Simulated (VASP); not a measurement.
**GaB: single point with PBE**

The system is GaB.

```
CELL_PARAMETERS angstrom
2.51314 0.00000 0.00000
0.00000 2.51314 0.00000
0.00000 0.00000 3.11381
ATOMIC_POSITIONS crystal
Ga 0.50000 0.50000 0.50000
B 0.00000 0.00000 0.00000
```

- Program: VASP 6.6.1
- Task: single point
- Functional: PBE
- Potentials or basis: VASP PAW PBE potentials, release 64 (Ga_d, B)
- Cutoff: 520 eV
- k mesh: 10 × 10 × 8
- Occupations: fermi-dirac, width 0.05 eV
- Spin: no spin polarisation
- Dipole correction: no
- Further INCAR settings: ALGO = Normal; EDIFF = 1e-07; NBANDS = 15

| Quantity | Value |
| --- | --- |
| Pressure | 30.4 GPa |
| Band gap on the k mesh | zero (band 8 reaches 14.38 eV, above the bottom of band 9 at 4.85 eV) |

Levels at points of the mesh, in eV from the Fermi level:
| k point | band 6 | band 7 | band 8 | band 9 | band 10 | band 11 |
| --- | --- | --- | --- | --- | --- | --- |
| (0.00, 0.00, 0.00) | -15.14 | -3.01 | 1.91 | 3.26 | 3.26 | 10.60 |
| (0.50, 0.00, 0.00) | -9.92 | -9.32 | 1.55 | 5.47 | 5.80 | 6.13 |
| (0.50, 0.50, 0.00) | -5.50 | -5.50 | -3.18 | -1.35 | 3.23 | 8.03 |
| (0.00, 0.00, 0.50) | -11.67 | -11.61 | 5.06 | 5.06 | 9.78 | 11.24 |
| (0.50, 0.00, 0.50) | -6.92 | -6.77 | -5.36 | -4.47 | 6.49 | 11.67 |
| (0.50, 0.50, 0.50) | -1.95 | -1.95 | -1.40 | -0.64 | -0.32 | -0.32 |

It took 9.9 s on 1 thread of Intel(R) Xeon(R) 6975P-C (Granite Rapids), with other jobs on the host, peak memory 0.15 GiB.
